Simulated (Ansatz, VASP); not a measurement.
Two plane-wave programs on CoPt2O2

```
Pt O Co
1.0
     2.81018    0.00000    0.00000
    -1.40509    2.43369    0.00000
     0.00000    0.00000   20.89887
Pt O Co
2 2 1
Cartesian
  1.4051 0.8112 7.4137
  0.0000 1.6225 13.4852
  1.4051 0.8112 9.4654
  0.0000 1.6225 11.4335
  0.0000 0.0000 10.4494
```

Alike in both runs: functional PBEsol; k mesh 12 × 12 × 1; occupations gaussian, width 0.1 eV; no spin polarisation.

Ansatz relaxed the structure, and its values are those at the end. VASP's run is a single point on that final structure, the one shown.

|  | VASP | Ansatz |
| --- | --- | --- |
| version | VASP 6.6.1 | Ansatz 0.2.0 |
| potentials or method | VASP PAW PBE potentials, release 64 (Pt, O, Co), cutoff 520 eV | scalar-relativistic, plane waves, PAW |
| valence electrons in the cell | 41 | 65 |

Ansatz gave:

* gap on the k mesh at the Fermi level (eV): none
* rms of the force components (eV/Å): 0.006

Question: Which values does VASP return?

Answer: gap on the k mesh at the Fermi level (eV): none; rms of the force components (eV/Å): 0.005.

VASP's potentials were made for PBE, not for PBEsol. A gap of «none» marks a metal or a gap that the smearing closes. VASP's potentials hold 41 valence electrons a cell and Ansatz's 65, so a difference there can come from the potentials and not from the codes.

Neither program's run includes spin-orbit coupling.
